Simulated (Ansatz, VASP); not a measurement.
# One calculation of TaGa2, two programs

```xyz
3
Lattice="3.9054 0.0000 0.0000 0.0000 3.9054 0.0000 0.0000 0.0000 3.6991" Properties=species:S:1:pos:R:3 pbc="T T T"
Ta    1.9527    1.9527    0.0000
Ga    0.0000    1.9527    1.8496
Ga    1.9527    0.0000    1.8496
```

Alike in both runs: functional PBE; k mesh 6 × 6 × 4; occupations gaussian, width 0.1 eV; no spin polarisation.

Ansatz relaxed the structure, and its values are those at the end. VASP's run is a single point on that final structure, the one shown.

|  | VASP | Ansatz |
| --- | --- | --- |
| version | VASP 6.6.1 | Ansatz 0.2.0 |
| potentials or method | VASP PAW PBE potentials, release 64 (Ta_pv, Ga_d), cutoff 520 eV | scalar-relativistic, plane waves, PAW |
| valence electrons in the cell | 37 | 39 |

VASP gave:

- gap on the k mesh at the Fermi level (eV): none
- pressure (GPa): 0.2

Question: Estimate Ansatz's values.

Answer: gap on the k mesh at the Fermi level (eV): none; pressure (GPa): 0.1.

A gap of «none» marks a metal or a gap that the smearing closes. With one functional, cell and mesh, what is left measures potentials, basis and numerics. VASP's potentials hold 37 valence electrons a cell and Ansatz's 39, so a difference there can come from the potentials and not from the codes.

The k mesh is coarse, so the values compare programs but aren't converged. Neither program's run includes spin-orbit coupling.
